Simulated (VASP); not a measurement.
# Be2SeO4 (P1) in VASP: single point with PBE

Aim: the single point of Be2SeO4 with PBE.

Everything below comes from runs of VASP 6.6.1. Logs are shortened: lines on timing, memory, paths and dates and some standing lists are left out, and cuts for length are marked.

## (1) The cell of the first run

The typed cell holds 7 atoms: a = 2.972 Å, b = 4.432 Å, c = 6.675 Å, α = 96.54°, β = 100.16°, γ = 93.32°.

## (2) Single point, PBE

Contents of INCAR:

```
SYSTEM = Be2SeO4
ALGO = Normal ; EDIFF = 1E-7
ENCUT = 520 ; GGA = PE
ISIF = 2 ; ISMEAR = 0
LASPH = .TRUE. ; LCHARG = .FALSE.
LREAL = .FALSE. ; LWAVE = .FALSE.
NBANDS = 26 ; NELM = 80
PREC = Accurate ; SIGMA = 0.01
```

Contents of KPOINTS:

```
k-points
0
G
  8 6 4
  0 0 0
```

Contents of POSCAR:

```
Be2SeO4
1.0
    2.9717060378     -0.0013106756     -0.0001001579
   -0.2548714971      4.4247603184     -0.0541050471
   -1.1773182480     -0.7496961354      6.5272262683
Be Se O
2 1 4
Direct
    0.2951819566      0.6090527123      0.6594406022
    0.6482499796      0.4870615792      0.3216374679
    0.1465053899      0.9149345342      0.0751504726
    0.1206398275      0.6082925244      0.2245268888
    0.7557429791      0.5679786261      0.5645399286
    0.4299650323      0.6991792103      0.8999668954
    0.6037148348      0.1135008135      0.2547377445
```

Potentials or basis: VASP PAW PBE potentials, release 64 (Be, Se, O).

Command:

```
$ cat potpaw_PBE.64/Be/POTCAR potpaw_PBE.64/Se/POTCAR potpaw_PBE.64/O/POTCAR > POTCAR
$ mpirun -np 1 vasp_std > vasp.out
```

OUTCAR:

```text
SYSTEM = Be2SeO4
   EDIFF = 1E-7
   ENCUT = 520
   GGA = PE
   ISIF = 2
   ISMEAR = 0
   LASPH = .TRUE.
   LREAL = .FALSE.
   NELM = 80
   PREC = Accurate

 ion  position               nearest neighbor table
   1  0.295  0.609  0.659-   6 1.58   5 1.61   5 1.62
   2  0.648  0.487  0.322-   5 1.59   7 1.66   4 1.73   4 1.73
   3  0.147  0.915  0.075-   7 1.76   4 1.78   6 1.78   7 2.33   6 2.33
   4  0.121  0.608  0.225-   2 1.73   2 1.73   3 1.78
   5  0.756  0.568  0.565-   2 1.59   1 1.61   1 1.62
   6  0.430  0.699  0.900-   1 1.58   3 1.78   3 2.33
   7  0.604  0.114  0.255-   2 1.66   3 1.76   3 2.33

  LATTYP: Found a triclinic cell.
 ALAT       =     2.9717063285
 B/A-ratio  =     1.8432422319
 C/A-ratio  =     2.2461131909
 COS(alpha) =     0.0035008854
 COS(beta)  =     0.1763662505
 COS(gamma) =     0.5894082248

  Lattice vectors:

 A1 = (   2.9717060378,  -0.0013106756,  -0.0001001579)
 A2 = (   3.2265775349,  -4.4260709940,   0.0540048892)
 A3 = (   1.1773182480,   0.7496961354,  -6.5272262683)

Analysis of symmetry for initial positions (statically):
=====================================================================
 Subroutine PRICEL returns:
 Original cell was already a primitive cell.

 Routine SETGRP: Setting up the symmetry group for a
 triclinic supercell.

 Subroutine GETGRP returns: Found  1 space group operations
 (whereof  1 operations were pure point group operations)
 out of a pool of  2 trial point group operations.

The static configuration has the point symmetry C_1 .

Analysis of symmetry for dynamics (positions and initial velocities):
=====================================================================
 Subroutine PRICEL returns:
 Original cell was already a primitive cell.

 Routine SETGRP: Setting up the symmetry group for a
 triclinic supercell.

 Subroutine GETGRP returns: Found  1 space group operations
 (whereof  1 operations were pure point group operations)
 out of a pool of  2 trial point group operations.

The dynamic configuration has the point symmetry C_1 .

 Subroutine INISYM returns: Found  1 space group operations
 (whereof  1 operations are pure point group operations),
 and found     1 'primitive' translations

----------------------------------------------------------------------------------------

                                     Primitive cell

  volume of cell :      85.7037

  direct lattice vectors                    reciprocal lattice vectors
     2.971706038 -0.001310676 -0.000100158     0.336518052  0.020154350  0.063012751
    -0.254871497  4.424760318 -0.054105047     0.000100698  0.226324825  0.026013102
    -1.177318248 -0.749696135  6.527226268     0.000005998  0.001876346  0.153421026

  length of vectors
     2.971706329  4.432424925  6.674788784     0.342959479  0.227814877  0.153432500

  position of ions in fractional coordinates (direct lattice)
     0.295181957  0.609052712  0.659440602
     0.648249980  0.487061579  0.321637468
     0.146505390  0.914934534  0.075150473
     0.120639827  0.608292524  0.224526889
     0.755742979  0.567978626  0.564539929
     0.429965032  0.699179210  0.899966895
     0.603714835  0.113500814  0.254737744

  ion indices of the primitive-cell ions
   primitive index   ion index
                 1           1
                 2           2
                 3           3
                 4           4
                 5           5
                 6           6
                 7           7

----------------------------------------------------------------------------------------

 KPOINTS: k-points

Automatic generation of k-mesh.
 Grid dimensions read from file:
 generate k-points for:    8    6    4

 Generating k-lattice:

  Cartesian coordinates                     Fractional coordinates (reciprocal lattice)
     0.042064757  0.002519294  0.007876594     0.125000000  0.000000000  0.000000000
     0.000016783  0.037720804  0.004335517     0.000000000  0.166666667  0.000000000
     0.000001500  0.000469086  0.038355257     0.000000000  0.000000000  0.250000000

  Length of vectors
     0.042869935  0.037969146  0.038358125

  Shift w.r.t. Gamma in fractional coordinates (k-lattice)
     0.000000000  0.000000000  0.000000000

 Subroutine IBZKPT returns following result:
 ===========================================

 Found    100 irreducible k-points:

 Following reciprocal coordinates:
            Coordinates               Weight
  0.000000  0.000000  0.000000      1.000000
  0.125000 -0.000000  0.000000      2.000000
  0.250000 -0.000000  0.000000      2.000000
  0.375000 -0.000000  0.000000      2.000000
  0.500000 -0.000000  0.000000      1.000000
 -0.000000  0.166667  0.000000      2.000000
[... 16 lines left out ...]
  0.125000  0.500000  0.000000      2.000000
  0.250000  0.500000  0.000000      2.000000
 [... further k-points ...]
   k-points           NKPTS =    100   k-points in BZ     NKDIM =    100   number of bands    NBANDS=     26
   number of dos      NEDOS =    301   number of ions     NIONS =      7
   total plane-waves  NPLWV =  43200
   dimension x,y,z NGX =    24 NGY =   36 NGZ =   50
   dimension x,y,z NGXF=    48 NGYF=   72 NGZF=  100
   ions per type =               2   1   4
   NGX,Y,Z   is equivalent  to a cutoff of  13.43, 13.50, 12.45 a.u.
   NGXF,Y,Z  is equivalent  to a cutoff of  26.85, 27.00, 24.91 a.u.
 SYSTEM =  Be2SeO4
   PREC   = accura    normal or accurate (medium, high low for compatibility)
   ISTART =      0    job   : 0-new  1-cont  2-samecut
   ICHARG =      2    charge: 1-file 2-atom 10-const
   ISPIN  =      1    spin polarized calculation?
   LNONCOLLINEAR =      F non collinear calculations
   LSORBIT =      F    spin-orbit coupling
   LASPH  =      T    aspherical Exc in radial PAW
   ENCUT  =  520.0 eV  38.22 Ry    6.18 a.u.   5.53  8.24 12.41*2*pi/ulx,y,z
   NELM   =     80;   NELMIN=  2; NELMDL= -5     # of ELM steps
   EDIFF  = 0.1E-06   stopping-criterion for ELM
   LREAL  =      F    real-space projection
   EDIFFG = 0.1E-05   stopping-criterion for IOM
   NSW    =      0    number of steps for IOM
   IBRION =     -1    ionic relax: 0-MD 1-quasi-New 2-CG
   NFREE  =      0    steps in history (QN), initial steepest desc. (CG)
   ISIF   =      2    stress and relaxation
   ISYM   =      2    0-nonsym 1-usesym 2-fastsym
   POTIM  = 0.5000    time-step for ionic-motion
   TEBEG  =    0.0;   TEEND  =   0.0 temperature during run
   PSTRESS=    0.0 pullay stress
   NELECT =      34.0000    total number of electrons
   NUPDOWN=      -1.0000    fix difference up-down
   EMIN   =  10.00;   EMAX   =-10.00  energy-range for DOS
   EFERMI =   0.00;   METHOD = LEGACY
   ISMEAR =     0;   SIGMA  =   0.01  broadening in eV -4-tet -1-fermi 0-gaus
   EFERMI_NEDOS =   21; number of points for ismear=-14 and -15
   IALGO  =     38    algorithm
   IMIX   =      4    mixing-type and parameters
     AMIX     =   0.40;   BMIX     =  1.00
     AMIX_MAG =   1.60;   BMIX_MAG =  1.00
  volume/ion in A,a.u.               =      12.24        82.62
  Fermi-wavevector in a.u.,A,eV,Ry     =   1.202914  2.273178 19.687658  1.447002
  Thomas-Fermi vector in A             =   2.338682
   LORBIT       =      0    0 simple, 1 ext, 2 COOP (PROOUT), +10 PAW based schemes
   GGA     = PE    functional components
   LHFCALC =     F    Hartree Fock is set to
   AEXX    =    0.0000 exact exchange contribution
   IVDW    =     0    specifies the selected vdW correction
   LEPSILON=     F    determine dielectric tensor
   LRPA    =     F    only Hartree local field effects (RPA)
 non-spin polarized calculation
 Gauss-broadening in eV      SIGMA  =   0.01
  energy-cutoff  :      520.00
  volume of cell :       85.70
 maximum number of plane-waves:      2329
 NGX is ok and might be reduce to    24
   NGX = 11   NGY = 17   NGZ = 25

 number of electron      33.9999995 magnetization

 Free energy of the ion-electron system (eV)
  ---------------------------------------------------
  ext. energy  EPLUGINS =         0.00000000
  ---------------------------------------------------
  free energy    TOTEN  =       -42.77824189 eV

  energy without entropy =      -42.77824189  energy(sigma->0) =      -42.77824189

 E-fermi :   1.4192     XC(G=0):  -8.9959

 val. band max:        1.3298264961   @ k =   0.2500  -0.0000   0.0000
 cond. band min:       4.8090318849   @ k =  -0.0000  -0.0000   0.5000
 fundamental gap:      3.4792053888
 Fermi energy:         1.4192195425

 k-point     1 :       0.0000    0.0000    0.0000
  band No.  band energies     occupation
      1     -19.6660      2.00000
      2     -16.9499      2.00000
      3     -16.3427      2.00000
      4     -15.6010      2.00000
      5      -9.7972      2.00000
      6      -5.0306      2.00000
[... 18 lines left out ...]
     25      12.7584      0.00000
     26      13.2992      0.00000

 k-point     2 :       0.1250   -0.0000    0.0000
  band No.  band energies     occupation
      1     -19.5295      2.00000
      2     -16.8792      2.00000
      3     -16.3494      2.00000
      4     -15.5733      2.00000
      5      -9.8436      2.00000
      6      -4.9675      2.00000
[... 18 lines left out ...]
     25      12.8275      0.00000
     26      13.6521      0.00000

 k-point     3 :       0.2500   -0.0000    0.0000
  band No.  band energies     occupation
      1     -19.1553      2.00000
      2     -16.7092      2.00000
      3     -16.3949      2.00000
      4     -15.5051      2.00000
      5     -10.0192      2.00000
      6      -5.1620      2.00000
[... 572 lines left out ...]
 k-point    23 :       0.1250    0.5000    0.0000
  band No.  band energies     occupation
      1     -19.3115      2.00000
      2     -17.0180      2.00000
      3     -16.6731      2.00000
      4     -15.5121      2.00000
      5      -9.6333      2.00000
      6      -4.9003      2.00000
[... 18 lines left out ...]
     25      12.6976      0.00000
     26      13.9413      0.00000

 k-point    24 :       0.2500    0.5000    0.0000
  band No.  band energies     occupation
      1     -18.9674      2.00000
      2     -16.8452      2.00000
      3     -16.5867      2.00000
      4     -15.4628      2.00000
      5     -10.0254      2.00000
      6      -5.4174      2.00000
[... 18 lines left out ...]
     25      12.5055      0.00000
     26      13.4765      0.00000

 [... further k-points ...]

------------------------ aborting loop because EDIFF is reached ----------------------------------------

  FORCE on cell =-STRESS in cart. coord.  units (eV):
  Direction    XX          YY          ZZ          XY          YZ          ZX
  --------------------------------------------------------------------------------------
  -------------------------------------------------------------------------------------
  Total        0.2083117      0.2231547      0.3061177      0.0178373      0.0396585      0.0106798
  in kB        3.8942565      4.1717369      5.7226784      0.3334575      0.7413899      0.1996521
  external PRESSURE =       4.5962240 kB  Pullay stress =       0.0000000 kB

 VOLUME and BASIS-vectors are now :
 -----------------------------------------------------------------------------
  energy-cutoff  :      520.00
  volume of cell :       85.70
      direct lattice vectors                 reciprocal lattice vectors
     2.971706038 -0.001310676 -0.000100158     0.336518052  0.020154350  0.063012751
    -0.254871497  4.424760318 -0.054105047     0.000100698  0.226324825  0.026013102
    -1.177318248 -0.749696135  6.527226268     0.000005998  0.001876346  0.153421026

 POSITION                                       TOTAL-FORCE (eV/Angst)
 -----------------------------------------------------------------------------------
     -0.05441      2.20015      4.27134         0.002930     -0.007629     -0.005139
      1.42360      1.91315      2.07298         0.006922     -0.000773     -0.001926
      0.11370      3.99183      0.44101        -0.173777      0.108804     -0.101624
     -0.06087      2.52306      1.43261        -0.009615     -0.102879      0.069564
      1.43644      2.08895      3.65407         0.002188      0.002781      0.008677
      0.03998      2.41844      5.83642         0.075629     -0.047466     -0.056116
      1.46523      0.31045      1.65653         0.095723      0.047162      0.086565
 -----------------------------------------------------------------------------------
    total drift:                               -0.000466     -0.000177      0.000130

  FREE ENERGIE OF THE ION-ELECTRON SYSTEM (eV)
  ---------------------------------------------------
  free  energy   TOTEN  =       -42.7782418926 eV

  energy  without entropy=      -42.7782418926  energy(sigma->0) =      -42.77824189
```

It took 2.8 min on 1 thread of Intel Xeon Platinum 8488C (Sapphire Rapids), shared host; peak memory 0.33 GiB.

Results:

- Free energy: -42.7782 eV
- Pressure: 0.5 GPa
- Largest force: 0.229 eV/Å
- Band gap on the k mesh: 3.48 eV, indirect (least direct gap 3.97 eV)

Forces on the atoms (eV/Å):
```
Be   0.003 -0.008 -0.005
Be   0.007 -0.001 -0.002
Se  -0.174  0.109 -0.102
O   -0.010 -0.103  0.070
O    0.002  0.003  0.009
O    0.076 -0.047 -0.056
O    0.096  0.047  0.087
```

Stress tensor (GPa, compression positive):
```
0.39 0.03 0.02
0.03 0.42 0.07
0.02 0.07 0.57
```

A k mesh can miss the band edges.
